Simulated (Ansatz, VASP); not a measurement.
One calculation of Ti, two programs

File INCAR:

```
SYSTEM = Ti
ALGO = Normal ; EDIFF = 1E-6
ENCUT = 520 ; GGA = PE
ISIF = 2 ; ISMEAR = 0
LASPH = .TRUE. ; LCHARG = .FALSE.
LREAL = .FALSE. ; LWAVE = .FALSE.
NBANDS = 12 ; NELM = 100
PREC = Accurate ; SIGMA = 0.1
```

KPOINTS

```
k-points
0
G
  16 16 16
  0 0 0
```

Contents of POSCAR:

```
Ti
1.0
    0.0000000000      1.9974185000      2.0278685000
    2.0278685000      0.0000000000      2.0278685000
    2.0278685000      1.9974185000      0.0000000000
Ti
1
Direct
    0.0000000000      0.0000000000      0.0000000000
```

Input for Ansatz:

```yaml
crystal:
  lattice:
    - [0.0, 1.9974185, 2.0278685]
    - [2.0278685, 0.0, 2.0278685]
    - [2.0278685, 1.9974185, 0.0]
  atoms:
    - { symbol: Ti, position: [0.0, 0.0, 0.0] }
basis:
  ecutwfc: 420
kpoints:
  mp_grid: { grid: [16, 16, 16] }
hamiltonian:
  xc: pbe
scf:
  occupations: { method: gaussian, width: 0.1 }
output:
  forces: true
  stress: true
  eigenvalues: true
```

Alike in both runs: task single point; functional PBE; k mesh 16 × 16 × 16; occupations gaussian, width 0.1 eV; no spin polarisation.

```csv
,VASP,Ansatz
version,VASP 6.6.1,Ansatz 0.2.0
potentials or method,"VASP PAW PBE potentials, release 64 (Ti_sv), cutoff 520 eV","scalar-relativistic, plane waves, PAW"
valence electrons in the cell,12,12
```

```tsv
	VASP	Ansatz	Ansatz less VASP
gap on the k mesh at the Fermi level (eV)	none	none	-
pressure (GPa)	6.4	6.7	+0.36
traceless stress, the component that is largest in VASP (GPa)	0.24	0.24	-0.001
```

A gap of «none» marks a metal or a gap that the smearing closes.
